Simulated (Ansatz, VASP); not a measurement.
**Two plane-wave programs on MgSn5**

```
CELL_PARAMETERS angstrom
5.65018 0.00000 0.00000
-2.82509 4.89320 0.00000
0.00000 0.00000 5.61720
ATOMIC_POSITIONS crystal
Mg 0.00000 0.00000 0.50000
Sn 0.67000 0.00000 0.00000
Sn 0.33000 0.33000 0.00000
Sn 0.00000 0.67000 0.00000
Sn 0.66667 0.33333 0.50000
Sn 0.33333 0.66667 0.50000
```

Alike in both runs: task single point; functional PBEsol; k mesh 2 × 2 × 2; occupations fermi-dirac, width 0.05 eV; no spin polarisation.

|  | VASP | Ansatz |
| --- | --- | --- |
| version | VASP 6.6.1 | Ansatz 0.2.0 |
| potentials or method | VASP PAW PBE potentials, release 64 (Mg, Sn_d), cutoff 520 eV | plane waves, PAW |
| valence electrons in the cell | 72 | 80 |

Ansatz gave:

* pressure (GPa): -0.6
* traceless stress, the component that is largest in VASP (GPa): -0.60
* rms of the force components (eV/Å): 0.022

Which values does VASP return?

Pressure (GPa): -0.7; traceless stress, the component that is largest in VASP (GPa): -0.60; rms of the force components (eV/Å): 0.019.

VASP's potentials were made for PBE, not for PBEsol. Atom by atom the forces differ by 0.003 eV/Å (rms over components). With one functional, cell and mesh, what is left measures potentials, basis and numerics. VASP's potentials hold 72 valence electrons a cell and Ansatz's 80, so a difference there can come from the potentials and not from the codes.

The k mesh is coarse, so the values compare programs but aren't converged.
